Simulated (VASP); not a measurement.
# Ru (Pm-3m) in VASP: notebook

Runs on Ru. Level: PBE+D3(BJ). Tasks: single point.

Everything below comes from runs of VASP 6.6.1. Logs are shortened: lines on timing, memory, paths and dates and some standing lists are left out, and cuts for length are marked.

## Step 1: The cell of the first run

Symmetry: Pm-3m, No. 221, cubic system. The conventional cell has a = 2.434 Å, b = 2.434 Å, c = 2.434 Å, α = 90.00°, β = 90.00°, γ = 90.00°. Within 3.2 Å of Ru (site symmetry m-3m) lie 6 Ru at 2.43 Å.

## Step 2: Single point, PBE+D3(BJ)

INCAR

```
SYSTEM = Ru
  PREC = Accurate
  ENCUT = 520
  EDIFF = 1E-6
  ISMEAR = -1
  SIGMA = 0.05
  LREAL = .False.
  LASPH = .True.
  NELM = 100
  ALGO = Normal
  ISIF = 2
  LWAVE = .False.
  LCHARG = .False.
  GGA = PE
  IVDW = 12
  NBANDS = 13
```

KPOINTS

```
Automatic mesh
0
Gamma
  9 9 9
  0 0 0
```

POSCAR

```
Ru
1.0
    2.4337164205      0.0000000000      0.0000000000
    0.0000000000      2.4337164205      0.0000000000
    0.0000000000      0.0000000000      2.4337164205
Ru
1
Direct
    0.0000000000      0.0000000000      0.0000000000
```

Potentials or basis: VASP PAW PBE potentials, release 64 (Ru_pv).

Launch:

```
$ cat potpaw_PBE.64/Ru_pv/POTCAR > POTCAR
$ mpirun -np 1 vasp_std > vasp.out
```

OUTCAR:

```text
SYSTEM = Ru
   PREC = Accurate
   ENCUT = 520
   EDIFF = 1E-6
   ISMEAR = -1
   LREAL = .False.
   LASPH = .True.
   NELM = 100
   ISIF = 2
   GGA = PE
   IVDW = 12
 IVDW          = 12

 ion  position               nearest neighbor table
   1  0.000  0.000  0.000-

  LATTYP: Found a simple cubic cell.
 ALAT       =     2.4337164205

  Lattice vectors:

 A1 = (   2.4337164205,   0.0000000000,   0.0000000000)
 A2 = (   0.0000000000,   2.4337164205,   0.0000000000)
 A3 = (   0.0000000000,   0.0000000000,   2.4337164205)

Analysis of symmetry for initial positions (statically):
=====================================================================
 Subroutine PRICEL returns:
 Original cell was already a primitive cell.

 Routine SETGRP: Setting up the symmetry group for a
 simple cubic supercell.

 Subroutine GETGRP returns: Found 48 space group operations
 (whereof 48 operations were pure point group operations)
 out of a pool of 48 trial point group operations.

The static configuration has the point symmetry O_h .

Analysis of symmetry for dynamics (positions and initial velocities):
=====================================================================
 Subroutine PRICEL returns:
 Original cell was already a primitive cell.

 Routine SETGRP: Setting up the symmetry group for a
 simple cubic supercell.

 Subroutine GETGRP returns: Found 48 space group operations
 (whereof 48 operations were pure point group operations)
 out of a pool of 48 trial point group operations.

The dynamic configuration has the point symmetry O_h .

 Subroutine INISYM returns: Found 48 space group operations
 (whereof 48 operations are pure point group operations),
 and found     1 'primitive' translations

----------------------------------------------------------------------------------------

                                     Primitive cell

  volume of cell :      14.4148

  direct lattice vectors                    reciprocal lattice vectors
     2.433716421  0.000000000  0.000000000     0.410894216  0.000000000  0.000000000
     0.000000000  2.433716421  0.000000000     0.000000000  0.410894216  0.000000000
     0.000000000  0.000000000  2.433716421     0.000000000  0.000000000  0.410894216

  length of vectors
     2.433716421  2.433716421  2.433716421     0.410894216  0.410894216  0.410894216

  position of ions in fractional coordinates (direct lattice)
     0.000000000  0.000000000  0.000000000

  ion indices of the primitive-cell ions
   primitive index   ion index
                 1           1

----------------------------------------------------------------------------------------

 KPOINTS: Automatic mesh

Automatic generation of k-mesh.
 Grid dimensions read from file:
 generate k-points for:    9    9    9

 Generating k-lattice:

  Cartesian coordinates                     Fractional coordinates (reciprocal lattice)
     0.045654913  0.000000000  0.000000000     0.111111111  0.000000000  0.000000000
     0.000000000  0.045654913  0.000000000     0.000000000  0.111111111  0.000000000
     0.000000000  0.000000000  0.045654913     0.000000000  0.000000000  0.111111111

  Length of vectors
     0.045654913  0.045654913  0.045654913

  Shift w.r.t. Gamma in fractional coordinates (k-lattice)
     0.000000000  0.000000000  0.000000000

 Subroutine IBZKPT returns following result:
 ===========================================

 Found     35 irreducible k-points:

 Following reciprocal coordinates:
            Coordinates               Weight
  0.000000  0.000000  0.000000      1.000000
  0.111111  0.000000  0.000000      6.000000
  0.222222  0.000000  0.000000      6.000000
  0.333333  0.000000  0.000000      6.000000
  0.444444  0.000000  0.000000      6.000000
  0.111111  0.111111  0.000000     12.000000
[... 16 lines left out ...]
  0.333333  0.333333  0.111111     24.000000
  0.444444  0.333333  0.111111     48.000000
 [... further k-points ...]
   k-points           NKPTS =     35   k-points in BZ     NKDIM =     35   number of bands    NBANDS=     13
   number of dos      NEDOS =    301   number of ions     NIONS =      1
   total plane-waves  NPLWV =   5832
   dimension x,y,z NGX =    18 NGY =   18 NGZ =   18
   dimension x,y,z NGXF=    36 NGYF=   36 NGZF=   36
   ions per type =               1
   NGX,Y,Z   is equivalent  to a cutoff of  12.30, 12.30, 12.30 a.u.
   NGXF,Y,Z  is equivalent  to a cutoff of  24.59, 24.59, 24.59 a.u.
 SYSTEM =  Ru
   PREC   = accura    normal or accurate (medium, high low for compatibility)
   ISTART =      0    job   : 0-new  1-cont  2-samecut
   ICHARG =      2    charge: 1-file 2-atom 10-const
   ISPIN  =      1    spin polarized calculation?
   LNONCOLLINEAR =      F non collinear calculations
   LSORBIT =      F    spin-orbit coupling
   LASPH  =      T    aspherical Exc in radial PAW
   ENCUT  =  520.0 eV  38.22 Ry    6.18 a.u.   4.53  4.53  4.53*2*pi/ulx,y,z
   NELM   =    100;   NELMIN=  2; NELMDL= -5     # of ELM steps
   EDIFF  = 0.1E-05   stopping-criterion for ELM
   LREAL  =      F    real-space projection
   EDIFFG = 0.1E-04   stopping-criterion for IOM
   NSW    =      0    number of steps for IOM
   IBRION =     -1    ionic relax: 0-MD 1-quasi-New 2-CG
   NFREE  =      0    steps in history (QN), initial steepest desc. (CG)
   ISIF   =      2    stress and relaxation
   ISYM   =      2    0-nonsym 1-usesym 2-fastsym
   POTIM  = 0.5000    time-step for ionic-motion
   TEBEG  =    0.0;   TEEND  =   0.0 temperature during run
   PSTRESS=    0.0 pullay stress
   NELECT =      14.0000    total number of electrons
   NUPDOWN=      -1.0000    fix difference up-down
   EMIN   =  10.00;   EMAX   =-10.00  energy-range for DOS
   EFERMI =   0.00;   METHOD = LEGACY
   ISMEAR =    -1;   SIGMA  =   0.05  broadening in eV -4-tet -1-fermi 0-gaus
   EFERMI_NEDOS =   21; number of points for ismear=-14 and -15
   IALGO  =     38    algorithm
   IMIX   =      4    mixing-type and parameters
     AMIX     =   0.40;   BMIX     =  1.00
     AMIX_MAG =   1.60;   BMIX_MAG =  1.00
  volume/ion in A,a.u.               =      14.41        97.28
  Fermi-wavevector in a.u.,A,eV,Ry     =   1.621241  3.063701 35.761851  2.628422
  Thomas-Fermi vector in A             =   2.715049
   LORBIT       =      0    0 simple, 1 ext, 2 COOP (PROOUT), +10 PAW based schemes
   GGA     = PE    functional components
   LHFCALC =     F    Hartree Fock is set to
   AEXX    =    0.0000 exact exchange contribution
   IVDW    =    12    specifies the selected vdW correction
   LEPSILON=     F    determine dielectric tensor
   LRPA    =     F    only Hartree local field effects (RPA)
 non-spin polarized calculation
  energy-cutoff  :      520.00
  volume of cell :       14.41
 maximum number of plane-waves:       401
 NGX is ok and might be reduce to    18
   NGX =  9   NGY =  9   NGZ =  9

 number of electron      14.0000012 magnetization

 Free energy of the ion-electron system (eV)
  ---------------------------------------------------
  ext. energy  EPLUGINS =         0.00000000
  ---------------------------------------------------
  free energy    TOTEN  =        -8.00262641 eV

  energy without entropy =       -7.99225404  energy(sigma->0) =       -7.99744023

 E-fermi :  12.1659     XC(G=0): -13.5803

 val. band max:       12.1171320608   @ k =   0.2222   0.1111   0.0000
 cond. band min:      12.2373894723   @ k =   0.3333   0.3333   0.1111
 fundamental gap:      0.1202574115
 Fermi energy:        12.1658608734

 k-point     1 :       0.0000    0.0000    0.0000
  band No.  band energies     occupation
      1     -30.3704      2.00000
      2     -30.3704      2.00000
      3     -30.3704      2.00000
      4       4.3934      2.00000
      5       6.0254      2.00000
      6       6.0254      2.00000
      7      13.9578      0.00000
      8      13.9578      0.00000
      9      13.9578      0.00000
     10      22.9364      0.00000
     11      29.4451      0.00000
     12      29.4451      0.00000
     13      29.4451      0.00000

 k-point     2 :       0.1111    0.0000    0.0000
  band No.  band energies     occupation
      1     -30.5436      2.00000
      2     -30.3557      2.00000
      3     -30.3557      2.00000
      4       4.7786      2.00000
      5       6.1176      2.00000
      6       6.4862      2.00000
      7      13.5142      0.00000
      8      13.5142      0.00000
      9      13.9922      0.00000
     10      22.9363      0.00000
     11      27.4291      0.00000
     12      30.1980      0.00000
     13      30.1980      0.00000

 k-point     3 :       0.2222    0.0000    0.0000
  band No.  band energies     occupation
      1     -30.9695      2.00000
      2     -30.3182      2.00000
      3     -30.3182      2.00000
      4       5.6016      2.00000
      5       6.3598      2.00000
      6       7.9524      2.00000
      7      12.5232      0.00157
      8      12.5232      0.00157
      9      14.0803      0.00000
     10      22.9353      0.00000
     11      24.2194      0.00000
     12      32.0458      0.00000
     13      32.0458      0.00000
[... 305 lines left out ...]
 k-point    23 :       0.3333    0.3333    0.1111
  band No.  band energies     occupation
      1     -31.2948      2.00000
      2     -31.2685      2.00000
      3     -30.3446      2.00000
      4       6.7248      2.00000
      5       8.1271      2.00000
      6      10.8803      2.00000
      7      10.8811      2.00000
      8      12.2374      0.38602
      9      14.6579      0.00000
     10      22.9359      0.00000
     11      23.2780      0.00000
     12      26.7212      0.00000
     13      31.8575      0.00000

 k-point    24 :       0.4444    0.3333    0.1111
  band No.  band energies     occupation
      1     -31.5635      2.00000
      2     -31.2424      2.00000
      3     -30.3158      2.00000
      4       6.1714      2.00000
      5       8.4096      2.00000
      6      10.4473      2.00000
      7      11.0625      2.00000
      8      13.0483      0.00000
      9      17.1339      0.00000
     10      20.9773      0.00000
     11      22.9363      0.00000
     12      27.4865      0.00000
     13      30.7073      0.00000

 [... further k-points ...]

------------------------ aborting loop because EDIFF is reached ----------------------------------------

 Edisp (eV)   -0.58679

 E8    (eV) :    -0.2673

  FORCE on cell =-STRESS in cart. coord.  units (eV):
  Direction    XX          YY          ZZ          XY          YZ          ZX
  --------------------------------------------------------------------------------------
  -------------------------------------------------------------------------------------
  Total       1.70333     1.70333     1.70333    -0.00000     0.00000     0.00000
  in kB     189.32125   189.32125   189.32125    -0.00000     0.00000     0.00000
  external pressure =      189.32 kB  Pullay stress =        0.00 kB

 VOLUME and BASIS-vectors are now :
 -----------------------------------------------------------------------------
  energy-cutoff  :      520.00
  volume of cell :       14.41
      direct lattice vectors                 reciprocal lattice vectors
     2.433716421  0.000000000  0.000000000     0.410894216  0.000000000  0.000000000
     0.000000000  2.433716421  0.000000000     0.000000000  0.410894216  0.000000000
     0.000000000  0.000000000  2.433716421     0.000000000  0.000000000  0.410894216

 POSITION                                       TOTAL-FORCE (eV/Angst)
 -----------------------------------------------------------------------------------
      0.00000      0.00000      0.00000         0.000000      0.000000      0.000000
 -----------------------------------------------------------------------------------
    total drift:                               -0.000000      0.000000      0.000000

  FREE ENERGIE OF THE ION-ELECTRON SYSTEM (eV)
  ---------------------------------------------------
  free  energy   TOTEN  =        -8.5894194723 eV

  energy  without entropy=       -8.5790470982  energy(sigma->0) =       -8.58423329
```

It took 7.6 s on 1 thread of Intel Xeon 8259CL, shared host; peak memory 0.13 GiB.

Results:

```yaml
Free_energy: -8.5894 eV
Pressure: 18.9 GPa
Band_gap_on_the_k_mesh: zero (band 7 reaches 15.72 eV, above the bottom of band 8 at 11.11 eV)
Dispersion_energy_per_atom: -0.587 eV
```

Caveat: three body term missing; pairwise dispersion overbinds metals, which lowers pressure and volume.

[end of part 1 of 2]
